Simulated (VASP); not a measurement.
# Y (P6_3/mmc) in VASP: single point with PBE

Aim: the single point of Y with PBE.

Program: VASP 6.6.1. These are calculated values, not measurements. Logs are shortened: lines on timing, memory, paths and dates and some standing lists are left out, and cuts for length are marked.

## Step 1: The cell of the first run

It takes space group P6_3/mmc (No. 194, hexagonal). Conventional cell: a = 3.651 Å, b = 3.651 Å, c = 5.747 Å, α = 90.00°, β = 90.00°, γ = 120.00°. Within 4.7 Å of Y (site symmetry -6m2) lie 12 Y at 3.56 to 3.65 Å.

## Step 2: Single point, PBE

File INCAR:

```
SYSTEM = Y
ALGO = Fast
EDIFF = 1E-7
ENCUT = 520
GGA = PE
ISIF = 2
ISMEAR = 0
LASPH = .True.
LCHARG = .False.
LREAL = .False.
LWAVE = .False.
NBANDS = 18
NELM = 100
PREC = Accurate
SIGMA = 0.15
```

File KPOINTS:

```
k-points
0
Gamma
  18 18 10
  0 0 0
```

File POSCAR:

```
Y
1.0
    3.6514992371      0.0000000000      0.0000000000
   -1.8257496185      3.1622911012      0.0000000000
    0.0000000000      0.0000000000      5.7474000000
Y
2
Direct
    0.3333333333      0.6666666667      0.2500000000
    0.6666666667      0.3333333333      0.7500000000
```

Potentials or basis: VASP PAW PBE potentials, release 64 (Y_sv).

On the command line:

```sh
$ cat potpaw_PBE.64/Y_sv/POTCAR > POTCAR
$ mpirun -np 1 vasp_std > vasp.out
```

OUTCAR:

```text
SYSTEM = Y
   EDIFF = 1E-7
   ENCUT = 520
   GGA = PE
   ISIF = 2
   ISMEAR = 0
   LASPH = .True.
   LREAL = .False.
   NELM = 100
   PREC = Accurate

 ion  position               nearest neighbor table
   1  0.333  0.667  0.250-   2 3.56   2 3.56   2 3.56   2 3.56   2 3.56   2 3.56
   2  0.667  0.333  0.750-   1 3.56   1 3.56   1 3.56   1 3.56   1 3.56   1 3.56

  LATTYP: Found a hexagonal cell.
 ALAT       =     3.6514992371
 C/A-ratio  =     1.5739836234

  Lattice vectors:

 A1 = (   3.6514992371,   0.0000000000,   0.0000000000)
 A2 = (  -1.8257496185,   3.1622911012,   0.0000000000)
 A3 = (   0.0000000000,   0.0000000000,   5.7474000000)

Analysis of symmetry for initial positions (statically):
=====================================================================
 Subroutine PRICEL returns:
 Original cell was already a primitive cell.

 Routine SETGRP: Setting up the symmetry group for a
 hexagonal supercell.

 Subroutine GETGRP returns: Found 24 space group operations
 (whereof 12 operations were pure point group operations)
 out of a pool of 24 trial point group operations.

The static configuration has the point symmetry D_3d.
 The point group associated with its full space group is D_6h.

Analysis of symmetry for dynamics (positions and initial velocities):
=====================================================================
 Subroutine PRICEL returns:
 Original cell was already a primitive cell.

 Routine SETGRP: Setting up the symmetry group for a
 hexagonal supercell.

 Subroutine GETGRP returns: Found 24 space group operations
 (whereof 12 operations were pure point group operations)
 out of a pool of 24 trial point group operations.

The dynamic configuration has the point symmetry D_3d.
 The point group associated with its full space group is D_6h.

 Subroutine INISYM returns: Found 24 space group operations
 (whereof 12 operations are pure point group operations),
 and found     1 'primitive' translations

----------------------------------------------------------------------------------------

                                     Primitive cell

  volume of cell :      66.3658

  direct lattice vectors                    reciprocal lattice vectors
     3.651499237  0.000000000  0.000000000     0.273860115  0.158113211  0.000000000
    -1.825749618  3.162291101  0.000000000     0.000000000  0.316226422  0.000000000
     0.000000000  0.000000000  5.747400000     0.000000000  0.000000000  0.173991718

  length of vectors
     3.651499237  3.651499237  5.747400000     0.316226422  0.316226422  0.173991718

  position of ions in fractional coordinates (direct lattice)
     0.333333333  0.666666667  0.250000000
     0.666666667  0.333333333  0.750000000

  ion indices of the primitive-cell ions
   primitive index   ion index
                 1           1
                 2           2

----------------------------------------------------------------------------------------

 KPOINTS: k-points

Automatic generation of k-mesh.
 Grid dimensions read from file:
 generate k-points for:   18   18   10

 Generating k-lattice:

  Cartesian coordinates                     Fractional coordinates (reciprocal lattice)
     0.015214451  0.008784067  0.000000000     0.055555556  0.000000000  0.000000000
     0.000000000  0.017568135  0.000000000     0.000000000  0.055555556  0.000000000
     0.000000000  0.000000000  0.017399172     0.000000000  0.000000000  0.100000000

  Length of vectors
     0.017568135  0.017568135  0.017399172

  Shift w.r.t. Gamma in fractional coordinates (k-lattice)
     0.000000000  0.000000000  0.000000000

 Subroutine IBZKPT returns following result:
 ===========================================

 Found    222 irreducible k-points:

 Following reciprocal coordinates:
            Coordinates               Weight
  0.000000  0.000000  0.000000      1.000000
  0.055556  0.000000  0.000000      6.000000
  0.111111  0.000000  0.000000      6.000000
  0.166667  0.000000  0.000000      6.000000
  0.222222  0.000000  0.000000      6.000000
  0.277778  0.000000  0.000000      6.000000
[... 16 lines left out ...]
  0.333333  0.111111  0.000000     12.000000
  0.388889  0.111111  0.000000     12.000000
 [... further k-points ...]
   k-points           NKPTS =    222   k-points in BZ     NKDIM =    222   number of bands    NBANDS=     18
   number of dos      NEDOS =    301   number of ions     NIONS =      2
   total plane-waves  NPLWV =  37632
   dimension x,y,z NGX =    28 NGY =   28 NGZ =   48
   dimension x,y,z NGXF=    56 NGYF=   56 NGZF=   96
   ions per type =               2
   NGX,Y,Z   is equivalent  to a cutoff of  12.75, 12.75, 13.88 a.u.
   NGXF,Y,Z  is equivalent  to a cutoff of  25.50, 25.50, 27.77 a.u.
 SYSTEM =  Y
   PREC   = accura    normal or accurate (medium, high low for compatibility)
   ISTART =      0    job   : 0-new  1-cont  2-samecut
   ICHARG =      2    charge: 1-file 2-atom 10-const
   ISPIN  =      1    spin polarized calculation?
   LNONCOLLINEAR =      F non collinear calculations
   LSORBIT =      F    spin-orbit coupling
   LASPH  =      T    aspherical Exc in radial PAW
   ENCUT  =  520.0 eV  38.22 Ry    6.18 a.u.   6.79  6.79 10.69*2*pi/ulx,y,z
   NELM   =    100;   NELMIN=  2; NELMDL= -5     # of ELM steps
   EDIFF  = 0.1E-06   stopping-criterion for ELM
   LREAL  =      F    real-space projection
   EDIFFG = 0.1E-05   stopping-criterion for IOM
   NSW    =      0    number of steps for IOM
   IBRION =     -1    ionic relax: 0-MD 1-quasi-New 2-CG
   NFREE  =      0    steps in history (QN), initial steepest desc. (CG)
   ISIF   =      2    stress and relaxation
   ISYM   =      2    0-nonsym 1-usesym 2-fastsym
   POTIM  = 0.5000    time-step for ionic-motion
   TEBEG  =    0.0;   TEEND  =   0.0 temperature during run
   PSTRESS=    0.0 pullay stress
   NELECT =      22.0000    total number of electrons
   NUPDOWN=      -1.0000    fix difference up-down
   EMIN   =  10.00;   EMAX   =-10.00  energy-range for DOS
   EFERMI =   0.00;   METHOD = LEGACY
   ISMEAR =     0;   SIGMA  =   0.15  broadening in eV -4-tet -1-fermi 0-gaus
   EFERMI_NEDOS =   21; number of points for ismear=-14 and -15
   IALGO  =     68    algorithm
   IMIX   =      4    mixing-type and parameters
     AMIX     =   0.40;   BMIX     =  1.00
     AMIX_MAG =   1.60;   BMIX_MAG =  1.00
  volume/ion in A,a.u.               =      33.18       223.93
  Fermi-wavevector in a.u.,A,eV,Ry     =   1.133011  2.141081 17.465997  1.283715
  Thomas-Fermi vector in A             =   2.269713
   LORBIT       =      0    0 simple, 1 ext, 2 COOP (PROOUT), +10 PAW based schemes
   GGA     = PE    functional components
   LHFCALC =     F    Hartree Fock is set to
   AEXX    =    0.0000 exact exchange contribution
   IVDW    =     0    specifies the selected vdW correction
   LEPSILON=     F    determine dielectric tensor
   LRPA    =     F    only Hartree local field effects (RPA)
 non-spin polarized calculation
 RMM-DIIS sequential band-by-band and
 Gauss-broadening in eV      SIGMA  =   0.15
  energy-cutoff  :      520.00
  volume of cell :       66.37
 maximum number of plane-waves:      1818
 NGX is ok and might be reduce to    28
   NGX = 13   NGY = 13   NGZ = 21

 number of electron      22.0000001 magnetization

 Free energy of the ion-electron system (eV)
  ---------------------------------------------------
  ext. energy  EPLUGINS =         0.00000000
  ---------------------------------------------------
  free energy    TOTEN  =       -12.88590293 eV

  energy without entropy =      -12.83982976  energy(sigma->0) =      -12.86286634

 E-fermi :   2.9508     XC(G=0):  -9.3878

 val. band max:        2.9490138504   @ k =   0.2222   0.1667   0.2000
 cond. band min:       2.9562958626   @ k =   0.3889   0.0000   0.0000
 fundamental gap:      0.0072820123
 Fermi energy:         2.9508099158

 k-point     1 :       0.0000    0.0000    0.0000
  band No.  band energies     occupation
      1     -39.7633      2.00000
      2     -39.6942      2.00000
      3     -20.0230      2.00000
      4     -19.5652      2.00000
      5     -19.5652      2.00000
      6     -19.4803      2.00000
[... 10 lines left out ...]
     17       5.7331      0.00000
     18       5.7331      0.00000

 k-point     2 :       0.0556    0.0000    0.0000
  band No.  band energies     occupation
      1     -39.7619      2.00000
      2     -39.6937      2.00000
      3     -20.0177      2.00000
      4     -19.5761      2.00000
      5     -19.5689      2.00000
      6     -19.4918      2.00000
[... 10 lines left out ...]
     17       5.6385      0.00000
     18       5.6687      0.00000

 k-point     3 :       0.1111    0.0000    0.0000
  band No.  band energies     occupation
      1     -39.7576      2.00000
      2     -39.6922      2.00000
      3     -20.0021      2.00000
      4     -19.6075      2.00000
      5     -19.5794      2.00000
      6     -19.5247      2.00000
[... 10 lines left out ...]
     17       5.5022      0.00000
     18       5.5138      0.00000

 k-point     4 :       0.1667    0.0000    0.0000
  band No.  band energies     occupation
      1     -39.7508      2.00000
      2     -39.6899      2.00000
      3     -19.9771      2.00000
      4     -19.6559      2.00000
      5     -19.5952      2.00000
      6     -19.5740      2.00000
[... 10 lines left out ...]
     17       5.6094      0.00000
     18       5.7889      0.00000

 k-point     5 :       0.2222    0.0000    0.0000
  band No.  band energies     occupation
      1     -39.7423      2.00000
      2     -39.6874      2.00000
      3     -19.9444      2.00000
      4     -19.7154      2.00000
      5     -19.6330      2.00000
      6     -19.6139      2.00000
[... 10 lines left out ...]
     17       5.9226      0.00000
     18       6.1576      0.00000

 k-point     6 :       0.2778    0.0000    0.0000
  band No.  band energies     occupation
      1     -39.7329      2.00000
      2     -39.6852      2.00000
      3     -19.9061      2.00000
      4     -19.7790      2.00000
      5     -19.6939      2.00000
      6     -19.6334      2.00000
[... 10 lines left out ...]
     17       6.3010      0.00000
     18       6.5997      0.00000

 k-point     7 :       0.3333    0.0000    0.0000
  band No.  band energies     occupation
      1     -39.7234      2.00000
      2     -39.6836      2.00000
      3     -19.8651      2.00000
      4     -19.8387      2.00000
      5     -19.7496      2.00000
      6     -19.6512      2.00000
[... 10 lines left out ...]
     17       6.7562      0.00000
     18       7.0832      0.00000

 k-point     8 :       0.3889    0.0000    0.0000
  band No.  band energies     occupation
      1     -39.7149      2.00000
      2     -39.6831      2.00000
      3     -19.8874      2.00000
      4     -19.8256      2.00000
      5     -19.7941      2.00000
      6     -19.6655      2.00000
[... 10 lines left out ...]
     17       7.3036      0.00000
     18       7.5638      0.00000
[... 229 lines left out ...]
     17       5.6126      0.00000
     18       6.0498      0.00000

 k-point    20 :       0.1667    0.1111    0.0000
  band No.  band energies     occupation
      1     -39.7389      2.00000
      2     -39.6865      2.00000
      3     -19.9309      2.00000
      4     -19.7188      2.00000
      5     -19.6843      2.00000
      6     -19.5987      2.00000
[... 10 lines left out ...]
     17       5.8731      0.00000
     18       6.4680      0.00000

 k-point    21 :       0.2222    0.1111    0.0000
  band No.  band energies     occupation
      1     -39.7299      2.00000
      2     -39.6846      2.00000
      3     -19.8935      2.00000
      4     -19.7762      2.00000
      5     -19.7273      2.00000
      6     -19.6288      2.00000
[... 10 lines left out ...]
     17       6.3674      0.00000
     18       6.9505      0.00000

 k-point    22 :       0.2778    0.1111    0.0000
  band No.  band energies     occupation
      1     -39.7207      2.00000
      2     -39.6833      2.00000
      3     -19.8533      2.00000
      4     -19.8321      2.00000
      5     -19.7647      2.00000
      6     -19.6574      2.00000
[... 10 lines left out ...]
     17       6.9056      0.00000
     18       7.4732      0.00000

 k-point    23 :       0.3333    0.1111    0.0000
  band No.  band energies     occupation
      1     -39.7125      2.00000
      2     -39.6831      2.00000
      3     -19.8777      2.00000
      4     -19.8141      2.00000
      5     -19.7947      2.00000
      6     -19.6806      2.00000
[... 10 lines left out ...]
     17       7.4022      0.00000
     18       8.0081      0.00000

 k-point    24 :       0.3889    0.1111    0.0000
  band No.  band energies     occupation
      1     -39.7064      2.00000
      2     -39.6837      2.00000
      3     -19.9073      2.00000
      4     -19.8142      2.00000
      5     -19.7824      2.00000
      6     -19.6955      2.00000
[... 10 lines left out ...]
     17       7.7666      0.00000
     18       8.2238      0.00000

 [... further k-points ...]
[... 5 lines left out ...]
  --------------------------------------------------------------------------------------
  -------------------------------------------------------------------------------------
  Total       -0.0989230     -0.0989230     -0.3783988     -0.0000000      0.0000000     -0.0000000
  in kB       -2.3881593     -2.3881593     -9.1351525     -0.0000000      0.0000000     -0.0000000
  external PRESSURE =      -4.6371570 kB  Pullay stress =       0.0000000 kB

 VOLUME and BASIS-vectors are now :
 -----------------------------------------------------------------------------
  energy-cutoff  :      520.00
  volume of cell :       66.37
      direct lattice vectors                 reciprocal lattice vectors
     3.651499237  0.000000000  0.000000000     0.273860115  0.158113211  0.000000000
    -1.825749618  3.162291101  0.000000000     0.000000000  0.316226422  0.000000000
     0.000000000  0.000000000  5.747400000     0.000000000  0.000000000  0.173991718

 POSITION                                       TOTAL-FORCE (eV/Angst)
 -----------------------------------------------------------------------------------
     -0.00000      2.10819      1.43685         0.000000     -0.000000      0.000000
      1.82575      1.05410      4.31055        -0.000000      0.000000      0.000000
 -----------------------------------------------------------------------------------
    total drift:                                0.000000     -0.000000      0.000000

  FREE ENERGIE OF THE ION-ELECTRON SYSTEM (eV)
  ---------------------------------------------------
  free  energy   TOTEN  =       -12.8859029264 eV

  energy  without entropy=      -12.8398297622  energy(sigma->0) =      -12.86286634
```

It took 9.7 min on 1 thread of Intel Xeon 8259CL, shared host; peak memory 0.39 GiB.

What came out:

```
Free energy            : -12.8859 eV
Pressure               : -0.5 GPa
Band gap on the k mesh : zero (bands 11 and 12 overlap by 1.40 eV)
```
